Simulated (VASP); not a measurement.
Crystal: Al3GaAs4.

```xyz
8
Lattice="4.0571 0.0000 0.0000 0.0000 4.0543 5.7267 0.0000 -4.0543 5.7267" Properties=species:S:1:pos:R:3 pbc="T T T"
Al    0.0000    0.0000    0.0020
Al    2.0286   -2.0224    2.8636
Al    2.0286    2.0224    2.8636
Ga    0.0000    0.0000    5.7262
As    2.0286    0.0000    1.4301
As    0.0000   -2.0340    4.2896
As    0.0000    2.0340    4.2896
As    2.0286    0.0000    7.1688
```

| Property | Result |
| --- | --- |
| Program | VASP 6.6.1 |
| Task | relaxation of cell and atoms |
| Functional | r2SCAN |
| Potentials or basis | VASP PAW PBE potentials, release 64 (Al, Ga_d, As) |
| Cutoff | 550 eV |
| k mesh | 6 × 4 × 4 |
| Occupations | fermi-dirac, width 0.02 eV |
| Spin | no spin polarisation |

At the start: pressure -2.1 GPa; volume 23.55 Å³/atom.

Problem. How do energy, volume and symmetry change on relaxing?

Solution. Over 6 steps the energy falls by 4.9 meV/atom and the volume is 22.86 Å³/atom (-2.9 %); space group Amm2 (No. 38, to 0.1 Å) before and after.

Step by step:
```
step  energy change (eV)  largest force (eV/Å)  pressure (GPa)  volume (Å³)
   1              0.0000                0.0423           -2.12       188.40
   2             -0.0288                0.0275            1.20       180.03
   3             -0.0387                0.0332            0.03       182.75
   4             -0.0387                0.0334           -0.02       182.86
   5             -0.0388                0.0138           -0.02       182.86
   6             -0.0388                0.0047           -0.02       182.86
```

Final structure:
```xyz
8
Lattice="4.0166 0.0000 0.0000 0.0000 4.0143 5.6705 0.0000 -4.0143 5.6705" Properties=species:S:1:pos:R:3 pbc="T T T"
Al    0.0000    0.0000    0.0025
Al    2.0083   -2.0016    2.8355
Al    2.0083    2.0016    2.8355
Ga    0.0000    0.0000    5.6691
As    2.0083    0.0000    1.4161
As    0.0000   -2.0115    4.2494
As    0.0000    2.0115    4.2494
As    2.0083    0.0000    7.0949
```

Caveat: the PAW data sets were made with another functional, which shifts forces and pressure a little.
